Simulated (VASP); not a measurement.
Set up this calculation in VASP 6.6.1, as the native input.

```yaml
Task: single point
Functional: r2SCAN
Potentials_or_basis: VASP PAW PBE potentials, release 64 (Eu)
Cutoff: 520 eV
k_mesh: 10 × 10 × 10
Occupations: methfessel-paxton, width 0.3 eV
Spin: collinear spin, ferromagnetic start
Starting_moments: "[7.31] μB"
Dipole_correction: no
Further_INCAR_settings: ALGO = Normal; EDIFF = 1e-06; NBANDS = 18
```

Eu:

```xyz
1
Lattice="-2.2275 2.2275 2.2275 2.2275 -2.2275 2.2275 2.2275 2.2275 -2.2275" Properties=species:S:1:pos:R:3 pbc="T T T"
Eu    0.0000    0.0000    0.0000
```

These files were run (other wordings do the same):

POSCAR

```
Eu
1.0
   -2.2274745855      2.2274745855      2.2274745855
    2.2274745855     -2.2274745855      2.2274745855
    2.2274745855      2.2274745855     -2.2274745855
Eu
1
Direct
    0.0000000000      0.0000000000      0.0000000000
```

INCAR.step1

```
SYSTEM = Eu
PREC = Accurate
ENCUT = 520
ISMEAR = 1
SIGMA = 0.3
LREAL = .False.
LASPH = .True.
NELM = 150
ISPIN = 2
MAGMOM = 7.31
LMAXMIX = 6
NBANDS = 18
GGA = PE
ALGO = Normal
EDIFF = 1E-4
LWAVE = .True.
LCHARG = .False.
```

INCAR.step2

```
SYSTEM = Eu
PREC = Accurate
ENCUT = 520
EDIFF = 1E-6
ISMEAR = 1
SIGMA = 0.3
LREAL = .False.
LASPH = .True.
NELM = 150
ALGO = Normal
ISIF = 2
LWAVE = .False.
LCHARG = .False.
ISPIN = 2
MAGMOM = 7.31
LORBIT = 11
LMAXMIX = 6
METAGGA = R2SCAN
LMIXTAU = .True.
NBANDS = 18
ISTART = 1
```

KPOINTS

```
Automatic mesh
0
Gamma
  10 10 10
  0 0 0
```

Potentials or basis: VASP PAW PBE potentials, release 64 (Eu).

The run is started by

```bash
$ cat potpaw_PBE.64/Eu/POTCAR > POTCAR
$ cp INCAR.step1 INCAR
$ mpirun -np 1 vasp_std > vasp.out
$ cp INCAR.step2 INCAR
$ mpirun -np 1 vasp_std > vasp.out
```

Results of the run:

The pressure is -0.7 GPa and the net moment is 7.90 μB per cell. The site moments are Eu +6.75 μB. The valence electrons inside the program's atomic spheres are Eu 14.81.

Caveat: the PAW data sets were made with another functional, which shifts forces and pressure a little.

Wall time 15 min on 1 thread of AMD EPYC 9755 128-Core Processor, on a shared host, peak memory 0.21 GiB.
